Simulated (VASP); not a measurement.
# TaN (P6/mmm) in VASP: notebook

The runs below take TaN through single point, with r2SCAN.

All numbers are computed with VASP 6.6.1; they aren't measurements. Logs are shortened: lines on timing, memory, paths and dates and some standing lists are left out, and cuts for length are marked.

## 1. The cell of the first run

The structure is hexagonal, space group P6/mmm (No. 191). Conventional cell: a = 5.134 Å, b = 5.134 Å, c = 2.938 Å, α = 90.00°, β = 90.00°, γ = 120.00°. Ta (site symmetry 6/mmm) has 6 N at 2.57 Å and 14 Ta at 2.94 to 3.31 Å within 3.4 Å. Within 2.8 Å of Ta (site symmetry -6m2) lie 6 N at 2.09 Å. Within 2.8 Å of N (site symmetry mmm) lie 6 Ta at 2.09 to 2.57 Å and 4 N at 2.57 Å.

## 2. Single point, r2SCAN (biaxial strain in the a-b plane: -2.0 %, then relaxed in part)

Contents of POSCAR:

```
TaN
1.0
    5.1344985673      0.0000000000      0.0000000000
   -2.5672492837      4.4466061950      0.0000000000
    0.0000000000      0.0000000000      2.9381520199
Ta N
3 3
Direct
    0.0000000000      0.0000000000      0.0000000000
    0.3333333333      0.6666666667      0.5000000000
    0.6666666667      0.3333333333      0.5000000000
    0.5000000000      0.0000000000      0.0000000000
    0.5000000000      0.5000000000      0.0000000000
    0.0000000000      0.5000000000      0.0000000000
```

Contents of INCAR.step1:

```
SYSTEM = TaN
  ALGO = Normal
  EDIFF = 1E-4
  ENCUT = 520
  GGA = PE
  ISMEAR = 0
  LASPH = .TRUE.
  LCHARG = .FALSE.
  LREAL = .FALSE.
  LWAVE = .TRUE.
  NBANDS = 33
  NELM = 80
  PREC = Accurate
  SIGMA = 0.1
```

Contents of INCAR.step2:

```
SYSTEM = TaN
  ALGO = Normal
  EDIFF = 1E-6
  ENCUT = 520
  ISIF = 2
  ISMEAR = 0
  ISTART = 1
  LASPH = .TRUE.
  LCHARG = .FALSE.
  LMIXTAU = .TRUE.
  LREAL = .FALSE.
  LWAVE = .FALSE.
  METAGGA = R2SCAN
  NBANDS = 33
  NELM = 80
  PREC = Accurate
  SIGMA = 0.1
```

Contents of KPOINTS:

```
k-points
0
G
  12 12 12
  0 0 0
```

Potentials or basis: VASP PAW PBE potentials, release 64 (Ta_pv, N).

Command:

```console
$ cat potpaw_PBE.64/Ta_pv/POTCAR potpaw_PBE.64/N/POTCAR > POTCAR
$ cp INCAR.step1 INCAR
$ mpirun -np 1 vasp_std > vasp.out
$ cp INCAR.step2 INCAR
$ mpirun -np 1 vasp_std > vasp.out
```

OUTCAR:

```text
SYSTEM = TaN
   EDIFF = 1E-6
   ENCUT = 520
   ISIF = 2
   ISMEAR = 0
   ISTART = 1
   LASPH = .TRUE.
   LREAL = .FALSE.
   METAGGA = R2SCAN
   NELM = 80
   PREC = Accurate

 ion  position               nearest neighbor table
   1  0.000  0.000  0.000-   5 2.57   5 2.57   4 2.57   4 2.57   6 2.57   6 2.57   3 3.31   3 3.31
                             2 3.31   2 3.31   2 3.31   3 3.31   2 3.31   3 3.31   2 3.31   3 3.31
   2  0.333  0.667  0.500-   6 2.09   6 2.09   4 2.09   4 2.09   5 2.09   5 2.09   3 2.96   3 2.96
                             3 2.96   1 3.31   1 3.31   1 3.31   1 3.31   1 3.31   1 3.31
   3  0.667  0.333  0.500-   6 2.09   6 2.09   4 2.09   4 2.09   5 2.09   5 2.09   2 2.96   2 2.96
                             2 2.96   1 3.31   1 3.31   1 3.31   1 3.31   1 3.31   1 3.31
   4  0.500  0.000  0.000-   2 2.09   3 2.09   2 2.09   3 2.09   1 2.57   1 2.57
   5  0.500  0.500  0.000-   2 2.09   3 2.09   2 2.09   3 2.09   1 2.57   1 2.57
   6  0.000  0.500  0.000-   2 2.09   3 2.09   2 2.09   3 2.09   1 2.57   1 2.57

  LATTYP: Found a hexagonal cell.
 ALAT       =     5.1344985673
 C/A-ratio  =     0.5722373824

  Lattice vectors:

 A1 = (   5.1344985673,   0.0000000000,   0.0000000000)
 A2 = (  -2.5672492837,   4.4466061950,   0.0000000000)
 A3 = (   0.0000000000,   0.0000000000,   2.9381520199)

Analysis of symmetry for initial positions (statically):
=====================================================================
 Subroutine PRICEL returns:
 Original cell was already a primitive cell.

 Routine SETGRP: Setting up the symmetry group for a
 hexagonal supercell.

 Subroutine GETGRP returns: Found 24 space group operations
 (whereof 24 operations were pure point group operations)
 out of a pool of 24 trial point group operations.

The static configuration has the point symmetry D_6h.

Analysis of symmetry for dynamics (positions and initial velocities):
=====================================================================
 Subroutine PRICEL returns:
 Original cell was already a primitive cell.

 Routine SETGRP: Setting up the symmetry group for a
 hexagonal supercell.

 Subroutine GETGRP returns: Found 24 space group operations
 (whereof 24 operations were pure point group operations)
 out of a pool of 24 trial point group operations.

The dynamic configuration has the point symmetry D_6h.

 Subroutine INISYM returns: Found 24 space group operations
 (whereof 24 operations are pure point group operations),
 and found     1 'primitive' translations

----------------------------------------------------------------------------------------

                                     Primitive cell

  volume of cell :      67.0812

  direct lattice vectors                    reciprocal lattice vectors
     5.134498567  0.000000000  0.000000000     0.194760985  0.112445307  0.000000000
    -2.567249284  4.446606195  0.000000000     0.000000000  0.224890615  0.000000000
     0.000000000  0.000000000  2.938152020     0.000000000  0.000000000  0.340349986

  length of vectors
     5.134498567  5.134498567  2.938152020     0.224890615  0.224890615  0.340349986

  position of ions in fractional coordinates (direct lattice)
     0.000000000  0.000000000  0.000000000
     0.333333333  0.666666667  0.500000000
     0.666666667  0.333333333  0.500000000
     0.500000000  0.000000000  0.000000000
     0.500000000  0.500000000  0.000000000
     0.000000000  0.500000000  0.000000000

  ion indices of the primitive-cell ions
   primitive index   ion index
                 1           1
                 2           2
                 3           3
                 4           4
                 5           5
                 6           6

----------------------------------------------------------------------------------------

 KPOINTS: k-points

Automatic generation of k-mesh.
 Grid dimensions read from file:
 generate k-points for:   12   12   12

 Generating k-lattice:

  Cartesian coordinates                     Fractional coordinates (reciprocal lattice)
     0.016230082  0.009370442  0.000000000     0.083333333  0.000000000  0.000000000
     0.000000000  0.018740885  0.000000000     0.000000000  0.083333333  0.000000000
     0.000000000  0.000000000  0.028362499     0.000000000  0.000000000  0.083333333

  Length of vectors
     0.018740885  0.018740885  0.028362499

  Shift w.r.t. Gamma in fractional coordinates (k-lattice)
     0.000000000  0.000000000  0.000000000

 Subroutine IBZKPT returns following result:
 ===========================================

 Found    133 irreducible k-points:

 Following reciprocal coordinates:
            Coordinates               Weight
  0.000000  0.000000  0.000000      1.000000
  0.083333  0.000000  0.000000      6.000000
  0.166667  0.000000  0.000000      6.000000
  0.250000 -0.000000  0.000000      6.000000
  0.333333  0.000000  0.000000      6.000000
  0.416667 -0.000000  0.000000      6.000000
[... 16 lines left out ...]
  0.250000 -0.000000  0.083333     12.000000
  0.333333  0.000000  0.083333     12.000000
 [... further k-points ...]
   k-points           NKPTS =    133   k-points in BZ     NKDIM =    133   number of bands    NBANDS=     33
   number of dos      NEDOS =    301   number of ions     NIONS =      6
   total plane-waves  NPLWV =  38400
   dimension x,y,z NGX =    40 NGY =   40 NGZ =   24
   dimension x,y,z NGXF=    80 NGYF=   80 NGZF=   48
   ions per type =               3   3
   NGX,Y,Z   is equivalent  to a cutoff of  12.95, 12.95, 13.58 a.u.
   NGXF,Y,Z  is equivalent  to a cutoff of  25.90, 25.90, 27.16 a.u.
 SYSTEM =  TaN
   PREC   = accura    normal or accurate (medium, high low for compatibility)
   ISTART =      1    job   : 0-new  1-cont  2-samecut
   ICHARG =      0    charge: 1-file 2-atom 10-const
   ISPIN  =      1    spin polarized calculation?
   LNONCOLLINEAR =      F non collinear calculations
   LSORBIT =      F    spin-orbit coupling
   LASPH  =      T    aspherical Exc in radial PAW
   ENCUT  =  520.0 eV  38.22 Ry    6.18 a.u.   9.55  9.55  5.46*2*pi/ulx,y,z
   NELM   =     80;   NELMIN=  2; NELMDL=  0     # of ELM steps
   EDIFF  = 0.1E-05   stopping-criterion for ELM
   LREAL  =      F    real-space projection
   EDIFFG = 0.1E-04   stopping-criterion for IOM
   NSW    =      0    number of steps for IOM
   IBRION =     -1    ionic relax: 0-MD 1-quasi-New 2-CG
   NFREE  =      0    steps in history (QN), initial steepest desc. (CG)
   ISIF   =      2    stress and relaxation
   ISYM   =      2    0-nonsym 1-usesym 2-fastsym
   POTIM  = 0.5000    time-step for ionic-motion
   TEBEG  =    0.0;   TEEND  =   0.0 temperature during run
   PSTRESS=    0.0 pullay stress
   NELECT =      48.0000    total number of electrons
   NUPDOWN=      -1.0000    fix difference up-down
   EMIN   =  10.00;   EMAX   =-10.00  energy-range for DOS
   EFERMI =   0.00;   METHOD = LEGACY
   ISMEAR =     0;   SIGMA  =   0.10  broadening in eV -4-tet -1-fermi 0-gaus
   EFERMI_NEDOS =   21; number of points for ismear=-14 and -15
   IALGO  =     38    algorithm
   IMIX   =      4    mixing-type and parameters
     AMIX     =   0.40;   BMIX     =  1.00
     AMIX_MAG =   1.60;   BMIX_MAG =  1.00
  volume/ion in A,a.u.               =      11.18        75.45
  Fermi-wavevector in a.u.,A,eV,Ry     =   1.464271  2.767072 29.172126  2.144091
  Thomas-Fermi vector in A             =   2.580267
   LORBIT       =      0    0 simple, 1 ext, 2 COOP (PROOUT), +10 PAW based schemes
   METAGGA = R2SCAN    functional components
   LHFCALC =     F    Hartree Fock is set to
   AEXX    =    0.0000 exact exchange contribution
   IVDW    =     0    specifies the selected vdW correction
   LEPSILON=     F    determine dielectric tensor
   LRPA    =     F    only Hartree local field effects (RPA)
 non-spin polarized calculation
 Gauss-broadening in eV      SIGMA  =   0.10
  energy-cutoff  :      520.00
  volume of cell :       67.08
 maximum number of plane-waves:      1846
 NGX is ok and might be reduce to    40
   NGX = 19   NGY = 19   NGZ = 11

 number of electron      48.0000000 magnetization

 Free energy of the ion-electron system (eV)
  ---------------------------------------------------
  ext. energy  EPLUGINS =         0.00000000
  ---------------------------------------------------
  free energy    TOTEN  =      -178.30153003 eV

  energy without entropy =     -178.29680429  energy(sigma->0) =     -178.29916716

 E-fermi :   8.3583     XC(G=0): -14.1267

 val. band max:        8.3358704365   @ k =   0.1667   0.0000   0.1667
 cond. band min:       8.3674959214   @ k =   0.5000  -0.0000   0.1667
 fundamental gap:      0.0316254850
 Fermi energy:         8.3583023642

 k-point     1 :       0.0000    0.0000    0.0000
  band No.  band energies     occupation
      1     -29.2865      2.00000
      2     -29.2865      2.00000
      3     -28.8535      2.00000
      4     -28.8535      2.00000
      5     -28.6628      2.00000
      6     -28.5044      2.00000
[... 25 lines left out ...]
     32      11.6608      0.00000
     33      11.9512      0.00000

 k-point     2 :       0.0833    0.0000    0.0000
  band No.  band energies     occupation
      1     -29.2928      2.00000
      2     -29.2838      2.00000
      3     -28.8472      2.00000
      4     -28.8450      2.00000
      5     -28.6603      2.00000
      6     -28.5067      2.00000
[... 25 lines left out ...]
     32      11.6935      0.00000
     33      12.0019      0.00000

 k-point     3 :       0.1667    0.0000    0.0000
  band No.  band energies     occupation
      1     -29.3090      2.00000
      2     -29.2733      2.00000
      3     -28.8353      2.00000
      4     -28.8225      2.00000
      5     -28.6531      2.00000
      6     -28.5311      2.00000
[... 25 lines left out ...]
     32      11.7881      0.00000
     33      11.9658      0.00000

 k-point     4 :       0.2500   -0.0000    0.0000
  band No.  band energies     occupation
      1     -29.3292      2.00000
      2     -29.2513      2.00000
      3     -28.8363      2.00000
      4     -28.7927      2.00000
      5     -28.6420      2.00000
      6     -28.5563      2.00000
[... 673 lines left out ...]
     32      11.5600      0.00000
     33      12.3748      0.00000

 k-point    23 :       0.2500   -0.0000    0.0833
  band No.  band energies     occupation
      1     -29.3171      2.00000
      2     -29.2403      2.00000
      3     -28.8288      2.00000
      4     -28.7840      2.00000
      5     -28.7114      2.00000
      6     -28.5819      2.00000
[... 25 lines left out ...]
     32      11.8181      0.00000
     33      12.1490      0.00000

 k-point    24 :       0.3333    0.0000    0.0833
  band No.  band energies     occupation
      1     -29.3350      2.00000
      2     -29.2062      2.00000
      3     -28.8592      2.00000
      4     -28.7552      2.00000
      5     -28.6995      2.00000
      6     -28.5962      2.00000
[... 25 lines left out ...]
     32      12.2066      0.00000
     33      12.3043      0.00000

 [... further k-points ...]
[... 5 lines left out ...]
  --------------------------------------------------------------------------------------
  -------------------------------------------------------------------------------------
  Total        5.2314719      5.2314719      0.8651533     -0.0000000      0.0000000     -0.0000000
  in kB      124.9492079    124.9492079     20.6634435     -0.0000000      0.0000000     -0.0000000
  external PRESSURE =      90.1872864 kB  Pullay stress =       0.0000000 kB

 VOLUME and BASIS-vectors are now :
 -----------------------------------------------------------------------------
  energy-cutoff  :      520.00
  volume of cell :       67.08
      direct lattice vectors                 reciprocal lattice vectors
     5.134498567  0.000000000  0.000000000     0.194760985  0.112445307  0.000000000
    -2.567249284  4.446606195  0.000000000     0.000000000  0.224890615  0.000000000
     0.000000000  0.000000000  2.938152020     0.000000000  0.000000000  0.340349986

 POSITION                                       TOTAL-FORCE (eV/Angst)
 -----------------------------------------------------------------------------------
      0.00000      0.00000      0.00000         0.000000      0.000000      0.000000
     -0.00000      2.96440      1.46908        -0.000000      0.000000     -0.000000
      2.56725      1.48220      1.46908         0.000000     -0.000000      0.000000
      2.56725      0.00000      0.00000         0.000000      0.000000      0.000000
      1.28362      2.22330      0.00000         0.000000      0.000000      0.000000
     -1.28362      2.22330      0.00000         0.000000      0.000000      0.000000
 -----------------------------------------------------------------------------------
    total drift:                               -0.000000      0.000000     -0.000000

  FREE ENERGIE OF THE ION-ELECTRON SYSTEM (eV)
  ---------------------------------------------------
  free  energy   TOTEN  =      -178.3015300296 eV

  energy  without entropy=     -178.2968042869  energy(sigma->0) =     -178.29916716
```

Wall time 12 min (1 thread of AMD EPYC 9R45 (Zen 5), shared host); peak memory 0.34 GiB.

Results:

```yaml
Free_energy: -178.3015 eV
Pressure: 9.0 GPa
Band_gap_on_the_k_mesh: zero (bands 24 and 25 overlap by 2.19 eV)
```

Caveat: the cell differs from its parent crystal (biaxial strain in the a-b plane: -2.0 %, then relaxed in part); the stress differs along the axes, from 2 to 12 GPa; the PAW data sets were made with another functional, which shifts forces and pressure a little; spin-orbit coupling is left out, which moves the levels of the heavy elements.

## 3. Single point, r2SCAN (biaxial strain in the a-b plane: -2.0 %)

POSCAR, as its differences from that of step 2:

```diff
@@ -4,3 +4,3 @@
    -2.5672492837      4.4466061950      0.0000000000
-    0.0000000000      0.0000000000      2.9381520199
+    0.0000000000      0.0000000000      2.9396344027
 Ta N
```

Contents of INCAR.step1:

```
SYSTEM = TaN
PREC = Accurate
ENCUT = 520
ISMEAR = 0
SIGMA = 0.1
LREAL = .FALSE.
LASPH = .TRUE.
NELM = 80
NBANDS = 33
GGA = PE
ALGO = Normal
EDIFF = 1E-4
LWAVE = .TRUE.
LCHARG = .FALSE.
```

Contents of INCAR.step2:

```
SYSTEM = TaN
PREC = Accurate
ENCUT = 520
EDIFF = 1E-7
ISMEAR = 0
SIGMA = 0.1
LREAL = .FALSE.
LASPH = .TRUE.
NELM = 80
ALGO = Normal
ISIF = 2
LWAVE = .FALSE.
LCHARG = .TRUE.
METAGGA = R2SCAN
LMIXTAU = .TRUE.
LELF = .TRUE.
LVHAR = .TRUE.
NBANDS = 33
ISTART = 1
```

Contents of KPOINTS:

```
regular mesh
0
G
  12 12 12
  0 0 0
```

Potentials or basis: VASP PAW PBE potentials, release 64 (Ta_pv, N).

Command:

```console
$ cat potpaw_PBE.64/Ta_pv/POTCAR potpaw_PBE.64/N/POTCAR > POTCAR
$ cp INCAR.step1 INCAR
$ mpirun -np 1 vasp_std > vasp.out
$ cp INCAR.step2 INCAR
$ mpirun -np 1 vasp_std > vasp.out
```

Run time: 11 min. Hardware: 1 thread of AMD EPYC 9R45 (Zen 5), shared host; peak memory 0.34 GiB.

Results (log left out):

```yaml
Free_energy: -178.3020 eV
Pressure: 8.8 GPa
Band_gap_on_the_k_mesh: zero (bands 24 and 25 overlap by 2.19 eV)
```

Stress tensor (GPa, compression positive):
```
12.36  0.00  0.00
 0.00 12.36  0.00
 0.00  0.00  1.66
```

Levels at points of the mesh, in eV from the Fermi level:
| k point | band 21 | band 22 | band 23 | band 24 | band 25 | band 26 | band 27 | band 28 |
| --- | --- | --- | --- | --- | --- | --- | --- | --- |
| (0.00, 0.00, 0.00) | -3.18 | -2.66 | -2.02 | -1.16 | -1.16 | 0.70 | 0.70 | 1.78 |
| (0.50, 0.00, 0.00) | -3.75 | -3.06 | -1.76 | -0.55 | 1.54 | 1.85 | 1.93 | 2.22 |
| (0.00, 0.00, 0.50) | -3.29 | -3.29 | -2.09 | 1.03 | 1.03 | 1.10 | 2.23 | 2.71 |
| (0.50, 0.00, 0.50) | -3.62 | -3.41 | -2.51 | -1.30 | 1.10 | 1.55 | 2.96 | 3.35 |

Caveat: the cell differs from its parent crystal (biaxial strain in the a-b plane: -2.0 %); the stress differs along the axes, from 2 to 12 GPa; the PAW data sets were made with another functional, which shifts forces and pressure a little; spin-orbit coupling is left out, which moves the levels of the heavy elements.

The gap in the log of VASP goes by the Fermi energy; the results here count the filled bands.